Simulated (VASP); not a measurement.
The system is AlZn3.

```
Al Zn
1.0
     4.82045    0.00000    0.00000
     0.00000    4.82045    0.00000
     0.00000    0.00000    4.82045
Al Zn
2 6
Direct
  0.00000 0.00000 0.00000
  0.50000 0.50000 0.50000
  0.25000 0.00000 0.50000
  0.50000 0.75000 0.00000
  0.75000 0.00000 0.50000
  0.50000 0.25000 0.00000
  0.00000 0.50000 0.75000
  0.00000 0.50000 0.25000
```

The cell was generated, and may not be a known phase.

```yaml
Program: VASP 6.6.1
Task: relaxation of cell and atoms
Functional: PBE
Potentials_or_basis: VASP PAW PBE potentials, release 64 (Al, Zn)
Cutoff: 600 eV
k_mesh: 4 × 4 × 4
Occupations: gaussian, width 0.1 eV
Spin: no spin polarisation
```

At the start: pressure 13.8 GPa; volume 14.00 Å³/atom.

**Question.** Where does the relaxation end?

**Answer.** Over 3 steps the energy falls by 73.9 meV/atom and the volume is 15.99 Å³/atom (+14.2 %); space group Pm-3n (No. 223, to 0.1 Å) before and after.

Step by step:
```tsv
step	energy change (eV)	largest force (eV/Å)	pressure (GPa)	volume (Å³)
1	0.0000	0.0000	13.85	112.01
2	-0.5586	0.0000	-2.23	132.79
3	-0.5910	0.0000	0.21	127.88
```

Final structure:
```yaml
crystal:
  lattice:
    - [5.03811, 0.00000, 0.00000]
    - [0.00000, 5.03811, 0.00000]
    - [0.00000, 0.00000, 5.03811]
  atoms:
    - { symbol: Al, position: [0.00000, 0.00000, 0.00000] }
    - { symbol: Al, position: [0.50000, 0.50000, 0.50000] }
    - { symbol: Zn, position: [0.25000, 0.00000, 0.50000] }
    - { symbol: Zn, position: [0.50000, 0.75000, 0.00000] }
    - { symbol: Zn, position: [0.75000, 0.00000, 0.50000] }
    - { symbol: Zn, position: [0.50000, 0.25000, 0.00000] }
    - { symbol: Zn, position: [0.00000, 0.50000, 0.75000] }
    - { symbol: Zn, position: [0.00000, 0.50000, 0.25000] }
```
